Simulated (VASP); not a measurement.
Set up this calculation in VASP 6.6.1, as the native input.

| Item | Value |
| --- | --- |
| Task | single point |
| Functional | RPBE |
| Potentials or basis | VASP PAW PBE potentials, release 64 (Al) |
| Cutoff | 520 eV |
| k mesh | 18 × 18 × 12 |
| Occupations | fermi-dirac, width 0.1 eV |
| Spin | no spin polarisation |
| Dipole correction | no |
| Further INCAR settings | ALGO = Normal; EDIFF = 1e-06; NBANDS = 10 |

The structure of Al lies in POSCAR:

```
Al
1.0
   -3.4488639371      3.0223268853      1.4329837394
    3.0223268853     -3.4488639371      1.4329837394
    2.5057254815      2.5057254815     -2.2141871311
Al
2
Direct
    0.9895291984      0.0104708016      0.0000000000
    0.7604708016      0.2395291984      0.5000000000
```

The input as run:

INCAR

```
PREC = Accurate ; ENCUT = 520
EDIFF = 1E-6 ; ISMEAR = -1
SIGMA = 0.1 ; LREAL = False
LASPH = True ; NELM = 60
ALGO = Normal ; ISIF = 2
LWAVE = False ; LCHARG = False
GGA = RP ; NBANDS = 10
```

KPOINTS

```
Automatic mesh
0
Gamma
  18 18 12
```

Potentials or basis: VASP PAW PBE potentials, release 64 (Al).

Run with:

```bash
$ cat potpaw_PBE.64/Al/POTCAR > POTCAR
$ mpirun -np 1 vasp_std > vasp.out
```

It gave:

The pressure is -6.2 GPa. The largest force is 0.039 eV/Å and the band gap on the k mesh is zero (bands 3 and 4 overlap by 8.72 eV).

Caveat: the cell stands under tension; the PAW data sets were made with another functional, which shifts forces and pressure a little.

Wall time 5.6 min on 1 thread of Intel(R) Xeon(R) Platinum 8259CL CPU @ 2.50GHz (Skylake/Cascade Lake), with other jobs on the host, peak memory 0.45 GiB.
